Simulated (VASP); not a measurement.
# V (Im-3m) in VASP: notebook, part 3 of 3

VASP 6.6.1. The steps go on from the part before.

## 5. Relaxation of cell and atoms, PBE, target pressure 25 GPa, at which the enthalpy is minimised

This run uses another cell than the first one, of 12.02 Å³/atom, 0.893 times its volume.

Contents of INCAR:

```
SYSTEM = V
  PREC = Accurate
  ENCUT = 600
  EDIFF = 1E-7
  ISMEAR = 0
  SIGMA = 0.1
  LREAL = .FALSE.
  LASPH = .TRUE.
  NELM = 60
  ALGO = Fast
  ISIF = 3
  LWAVE = .FALSE.
  LCHARG = .FALSE.
  GGA = PE
  IBRION = 2
  NSW = 70
  EDIFFG = -0.008
  PSTRESS = 250.0
```

Contents of KPOINTS:

```
Automatic mesh
0
G
  20 20 20
  0 0 0
```

Contents of POSCAR:

```
V
1.0
   -1.4429923709      1.4429923709      1.4429923709
    1.4429923709     -1.4429923709      1.4429923709
    1.4429923709      1.4429923709     -1.4429923709
V
1
Direct
    0.0000000000      0.0000000000      0.0000000000
```

Potentials or basis: VASP PAW PBE potentials, release 64 (V_sv).

On the command line:

```sh
$ cat potpaw_PBE.64/V_sv/POTCAR > POTCAR
$ mpirun -np 1 vasp_std > vasp.out
```

OUTCAR:

```text
SYSTEM = V
   PREC = Accurate
   ENCUT = 600
   EDIFF = 1E-7
   ISMEAR = 0
   LREAL = .FALSE.
   LASPH = .TRUE.
   NELM = 60
   ISIF = 3
   GGA = PE
   IBRION = 2
   NSW = 70
   EDIFFG = -0.008
   PSTRESS = 250.0

 ion  position               nearest neighbor table
   1  0.000  0.000  0.000-

  LATTYP: Found a body centered cubic cell.
 ALAT       =     2.8859847418

  Lattice vectors:

 A1 = (  -1.4429923709,   1.4429923709,   1.4429923709)
 A2 = (   1.4429923709,  -1.4429923709,   1.4429923709)
 A3 = (   1.4429923709,   1.4429923709,  -1.4429923709)

Analysis of symmetry for initial positions (statically):
=====================================================================
 Subroutine PRICEL returns:
 Original cell was already a primitive cell.

 Routine SETGRP: Setting up the symmetry group for a
 body centered cubic supercell.

 Subroutine GETGRP returns: Found 48 space group operations
 (whereof 48 operations were pure point group operations)
 out of a pool of 48 trial point group operations.

The static configuration has the point symmetry O_h .

Analysis of symmetry for dynamics (positions and initial velocities):
=====================================================================
 Subroutine PRICEL returns:
 Original cell was already a primitive cell.

 Routine SETGRP: Setting up the symmetry group for a
 body centered cubic supercell.

 Subroutine GETGRP returns: Found 48 space group operations
 (whereof 48 operations were pure point group operations)
 out of a pool of 48 trial point group operations.

The dynamic configuration has the point symmetry O_h .

 Subroutine INISYM returns: Found 48 space group operations
 (whereof 48 operations are pure point group operations),
 and found     1 'primitive' translations

----------------------------------------------------------------------------------------

                                     Primitive cell

  volume of cell :      12.0186

  direct lattice vectors                    reciprocal lattice vectors
    -1.442992371  1.442992371  1.442992371     0.000000000  0.346502178  0.346502178
     1.442992371 -1.442992371  1.442992371     0.346502178  0.000000000  0.346502178
     1.442992371  1.442992371 -1.442992371     0.346502178  0.346502178  0.000000000

  length of vectors
     2.499336101  2.499336101  2.499336101     0.490028080  0.490028080  0.490028080

  position of ions in fractional coordinates (direct lattice)
     0.000000000  0.000000000  0.000000000

  ion indices of the primitive-cell ions
   primitive index   ion index
                 1           1

----------------------------------------------------------------------------------------

 KPOINTS: Automatic mesh

Automatic generation of k-mesh.
 Grid dimensions read from file:
 generate k-points for:   20   20   20

 Generating k-lattice:

  Cartesian coordinates                     Fractional coordinates (reciprocal lattice)
[... 21 lines left out ...]
  0.200000  0.000000  0.000000     12.000000
  0.250000  0.000000  0.000000     12.000000
[... 16 lines left out ...]
  0.200000  0.100000 -0.000000     48.000000
  0.250000  0.100000 -0.000000     48.000000
 [... further k-points ...]
   k-points           NKPTS =    256   k-points in BZ     NKDIM =    256   number of bands    NBANDS=     10
   number of dos      NEDOS =    301   number of ions     NIONS =      1
   total plane-waves  NPLWV =   8000
   dimension x,y,z NGX =    20 NGY =   20 NGZ =   20
   dimension x,y,z NGXF=    40 NGYF=   40 NGZF=   40
   ions per type =               1
   NGX,Y,Z   is equivalent  to a cutoff of  13.30, 13.30, 13.30 a.u.
   NGXF,Y,Z  is equivalent  to a cutoff of  26.61, 26.61, 26.61 a.u.
 SYSTEM =  V
   PREC   = accura    normal or accurate (medium, high low for compatibility)
   ISTART =      0    job   : 0-new  1-cont  2-samecut
   ICHARG =      2    charge: 1-file 2-atom 10-const
   ISPIN  =      1    spin polarized calculation?
   LNONCOLLINEAR =      F non collinear calculations
   LSORBIT =      F    spin-orbit coupling
   LASPH  =      T    aspherical Exc in radial PAW
   ENCUT  =  600.0 eV  44.10 Ry    6.64 a.u.   4.99  4.99  4.99*2*pi/ulx,y,z
   NELM   =     60;   NELMIN=  2; NELMDL= -5     # of ELM steps
   EDIFF  = 0.1E-06   stopping-criterion for ELM
   LREAL  =      F    real-space projection
   EDIFFG = -.8E-02   stopping-criterion for IOM
   NSW    =     70    number of steps for IOM
   IBRION =      2    ionic relax: 0-MD 1-quasi-New 2-CG
   NFREE  =      1    steps in history (QN), initial steepest desc. (CG)
   ISIF   =      3    stress and relaxation
   ISYM   =      2    0-nonsym 1-usesym 2-fastsym
   POTIM  = 0.5000    time-step for ionic-motion
   TEBEG  =    0.0;   TEEND  =   0.0 temperature during run
   PSTRESS=  250.0 pullay stress
   NELECT =      13.0000    total number of electrons
   NUPDOWN=      -1.0000    fix difference up-down
   EMIN   =  10.00;   EMAX   =-10.00  energy-range for DOS
   EFERMI =   0.00;   METHOD = LEGACY
   ISMEAR =     0;   SIGMA  =   0.10  broadening in eV -4-tet -1-fermi 0-gaus
   EFERMI_NEDOS =   21; number of points for ismear=-14 and -15
   IALGO  =     68    algorithm
   IMIX   =      4    mixing-type and parameters
     AMIX     =   0.40;   BMIX     =  1.00
     AMIX_MAG =   1.60;   BMIX_MAG =  1.00
  volume/ion in A,a.u.               =      12.02        81.11
  Fermi-wavevector in a.u.,A,eV,Ry     =   1.680500  3.175685 38.423956  2.824081
  Thomas-Fermi vector in A             =   2.764224
   LORBIT       =      0    0 simple, 1 ext, 2 COOP (PROOUT), +10 PAW based schemes
   GGA     = PE    functional components
   LHFCALC =     F    Hartree Fock is set to
   AEXX    =    0.0000 exact exchange contribution
   IVDW    =     0    specifies the selected vdW correction
   LEPSILON=     F    determine dielectric tensor
   LRPA    =     F    only Hartree local field effects (RPA)
 conjugate gradient relaxation of ions
 non-spin polarized calculation
 RMM-DIIS sequential band-by-band and
 Gauss-broadening in eV      SIGMA  =   0.10
  energy-cutoff  :      600.00
  volume of cell :       12.02
 maximum number of plane-waves:       420
   NGX =  9   NGY =  9   NGZ =  9

--------------------------------------- Ionic step        1  -------------------------------------------

 number of electron      12.9999998 magnetization

 Free energy of the ion-electron system (eV)
  ---------------------------------------------------
  ext. energy  EPLUGINS =         0.00000000
  ---------------------------------------------------
  free energy    TOTEN  =        -8.88805243 eV

  energy without entropy =       -8.88025384  energy(sigma->0) =       -8.88415314

------------------------ aborting loop because EDIFF is reached ----------------------------------------

  FORCE on cell =-STRESS in cart. coord.  units (eV):
  Direction    XX          YY          ZZ          XY          YZ          ZX
  --------------------------------------------------------------------------------------
  -------------------------------------------------------------------------------------
  Total        1.9468339      1.9468339      1.9468339      0.0000000     -0.0000000      0.0000000
  in kB      259.5298951    259.5298951    259.5298951      0.0000000     -0.0000000      0.0000000
  external PRESSURE =       9.5298951 kB  Pullay stress =     250.0000000 kB
[... 61 lines left out ...]
--------------------------------------- Ionic step        3  -------------------------------------------

 number of electron      12.9999999 magnetization

 Free energy of the ion-electron system (eV)
  ---------------------------------------------------
  ext. energy  EPLUGINS =         0.00000000
  ---------------------------------------------------
  free energy    TOTEN  =        -8.89465327 eV

  energy without entropy =       -8.88681779  energy(sigma->0) =       -8.89073553

 E-fermi :  11.1546     XC(G=0): -13.5157

 val. band max:       11.1497046771   @ k =   0.3000   0.1000   0.1000
 cond. band min:      11.1604259222   @ k =   0.1500   0.0000   0.0000
 fundamental gap:      0.0107212451
 Fermi energy:        11.1545569615

 k-point     1 :       0.0000    0.0000    0.0000
  band No.  band energies     occupation
      1     -52.4560      2.00000
      2     -25.5424      2.00000
      3     -25.5424      2.00000
      4     -25.5424      2.00000
      5       4.3591      2.00000
      6      11.5782      0.00000
      7      11.5782      0.00000
      8      11.5782      0.00000
      9      13.8834      0.00000
     10      13.8834      0.00000
[... 287 lines left out ...]
 k-point    24 :       0.2500    0.1000   -0.0000
  band No.  band energies     occupation
      1     -52.2461      2.00000
      2     -26.3988      2.00000
      3     -25.8132      2.00000
      4     -25.5929      2.00000
      5       7.4981      2.00000
      6      10.3404      2.00000
      7      10.8618      1.99997
      8      13.4525      0.00000
      9      14.2385      0.00000
     10      14.5649      0.00000

 [... further k-points ...]
[... 5 lines left out ...]
  --------------------------------------------------------------------------------------
  -------------------------------------------------------------------------------------
  Total        1.8807881      1.8807881      1.8807881      0.0000000     -0.0000000      0.0000000
  in kB      249.8617993    249.8617993    249.8617993      0.0000000     -0.0000000      0.0000000
  external PRESSURE =      -0.1382007 kB  Pullay stress =     250.0000000 kB
[... 20 lines left out ...]
  energy  without entropy=       -8.8868177893  energy(sigma->0) =       -8.89073553

  enthalpy is  TOTEN    =        -7.0128248902 eV   P V=        1.8818283772

 reached required accuracy - stopping structural energy minimisation
```

CONTCAR:

```text
V
   1.00000000000000
    -1.4446529604005585    1.4446529604005585    1.4446529604005585
     1.4446529604005585   -1.4446529604005585    1.4446529604005585
     1.4446529604005585    1.4446529604005585   -1.4446529604005585
  V
     1
Direct
     0.0000000000000000    0.0000000000000000    0.0000000000000000

  0.00000000E+00  0.00000000E+00  0.00000000E+00
```

Wall time 45 s (1 thread of Intel Xeon Platinum 8488C (Sapphire Rapids), shared host); peak memory 0.16 GiB.

Results:

| Property | Result |
| --- | --- |
| Free energy | -8.8947 eV |
| Relaxed volume | 12.06 Å³/atom |
| Relaxed cell | a = 2.502 Å, b = 2.502 Å, c = 2.502 Å, α = 109.47°, β = 109.47°, γ = 109.47° |
| Space group after relaxing (to 0.05 Å) | Im-3m (No. 229) |
| Energy change on relaxing (the enthalpy is what falls) | -6.6 meV/atom |
| Ionic steps | 3 |
| Pressure after relaxing | 25.0 GPa |

Step by step:
| step | energy change (eV) | largest force (eV/Å) | pressure (GPa) | volume (Å³) |
| --- | --- | --- | --- | --- |
| 1 | 0.0000 | 0.0000 | 25.95 | 12.02 |
| 2 | -0.0191 | 0.0000 | 23.13 | 12.14 |
| 3 | -0.0066 | 0.0000 | 24.99 | 12.06 |

Final structure:
```yaml
crystal:
  lattice:
    - [-1.44465, 1.44465, 1.44465]
    - [1.44465, -1.44465, 1.44465]
    - [1.44465, 1.44465, -1.44465]
  atoms:
    - { symbol: V, position: [0.00000, 0.00000, 0.00000] }
```

Levels at points of the mesh, in eV from the Fermi level:
| k point | band 3 | band 4 | band 5 | band 6 | band 7 | band 8 | band 9 | band 10 |
| --- | --- | --- | --- | --- | --- | --- | --- | --- |
| (0.00, 0.00, 0.00) | -36.70 | -36.70 | -6.80 | 0.42 | 0.42 | 0.42 | 2.73 | 2.73 |
| (0.50, 0.00, 0.00) | -37.08 | -36.71 | -3.57 | -1.37 | 2.09 | 2.76 | 3.17 | 4.74 |
| (0.50, 0.50, 0.50) | -37.55 | -37.55 | -3.55 | -3.55 | 4.28 | 4.28 | 4.28 | 11.31 |

Caveat: the cell is relaxed towards a set pressure, so the enthalpy falls and the energy may rise. PBE usually gives volumes a little too large and moduli too small.

## 6. Relaxation of cell and atoms, PBE, target pressure 12 GPa, at which the enthalpy is minimised

This run uses another cell than the first one, of 12.68 Å³/atom, 0.942 times its volume.

Contents of INCAR:

```
ALGO = Normal ; EDIFF = 1E-7
EDIFFG = -0.008 ; ENCUT = 600
GGA = PE ; IBRION = 2
ISIF = 3 ; ISMEAR = 0
LASPH = True ; LCHARG = False
LREAL = False ; LWAVE = False
NELM = 80 ; NSW = 70
PREC = Accurate ; PSTRESS = 120.0
SIGMA = 0.1
```

Contents of KPOINTS:

```
k-points
0
Gamma
  20 20 20
```

Contents of POSCAR:

```
V
1.0
   -1.4691240418      1.4691240418      1.4691240418
    1.4691240418     -1.4691240418      1.4691240418
    1.4691240418      1.4691240418     -1.4691240418
V
1
Direct
    0.0000000000      0.0000000000      0.0000000000
```

Potentials or basis: VASP PAW PBE potentials, release 64 (V_sv).

On the command line:

```sh
$ cat potpaw_PBE.64/V_sv/POTCAR > POTCAR
$ mpirun -np 1 vasp_std > vasp.out
```

It took 38 s on 1 thread of Intel Xeon Platinum 8488C (Sapphire Rapids), shared host; peak memory 0.16 GiB.

Results (log left out):

| Property | Result |
| --- | --- |
| Free energy | -8.9687 eV |
| Relaxed volume | 12.71 Å³/atom |
| Relaxed cell | a = 2.546 Å, b = 2.546 Å, c = 2.546 Å, α = 109.47°, β = 109.47°, γ = 109.47° |
| Space group after relaxing (to 0.05 Å) | Im-3m (No. 229) |
| Energy change on relaxing (the enthalpy is what falls) | -1.7 meV/atom |
| Ionic steps | 3 |
| Pressure after relaxing | 12.0 GPa |

Step by step:
```
step  energy change (eV)  largest force (eV/Å)  pressure (GPa)  volume (Å³)
   1              0.0000                0.0000           12.41        12.68
   2             -0.0044                0.0000           11.35        12.74
   3             -0.0017                0.0000           12.01        12.71
```

Final structure:
```
CELL_PARAMETERS angstrom
-1.47000 1.47000 1.47000
1.47000 -1.47000 1.47000
1.47000 1.47000 -1.47000
ATOMIC_POSITIONS crystal
V 0.00000 0.00000 0.00000
```

Levels at points of the mesh, in eV from the Fermi level:
| k point | band 4 | band 5 | band 6 | band 7 | band 8 | band 9 |
| --- | --- | --- | --- | --- | --- | --- |
| (0.00, 0.00, 0.00) | -36.85 | -6.70 | 0.42 | 0.42 | 0.42 | 2.58 |
| (0.50, 0.00, 0.00) | -36.86 | -3.37 | -1.25 | 1.87 | 2.60 | 2.99 |
| (0.50, 0.50, 0.50) | -37.58 | -3.27 | -3.27 | 4.01 | 4.01 | 4.01 |

Caveat: the cell is relaxed towards a set pressure, so the enthalpy falls and the energy may rise.

## 7. The runs side by side

```csv
task,cell,cutoff (eV),gap on the mesh (eV),pressure (GPa)
single point,"a = 2.596 Å, angles 109.5°, 1 atom",520,none,0.4
single point,"a = 2.600 Å, angles 109.5°, 1 atom",520,none,-0.7
relaxation of cell and atoms,"relaxed to 50 GPa from a = 2.435 Å, angles 109.5°, 1 atom",600,none,50.0
relaxation of cell and atoms,"relaxed to 25 GPa from a = 2.499 Å, angles 109.5°, 1 atom",600,none,25.0
relaxation of cell and atoms,"relaxed to 12 GPa from a = 2.545 Å, angles 109.5°, 1 atom",600,none,12.0
```

Alike in all rows: level PBE; potentials or basis VASP PAW PBE potentials, release 64 (V_sv); no spin polarisation; k mesh 20 × 20 × 20; smearing gaussian 0.1 eV.

Caveats: the cell is relaxed towards a set pressure, so the enthalpy falls and the energy may rise (some runs).

Total energies depend on the potentials used, so only differences within one code and one set of settings carry meaning.
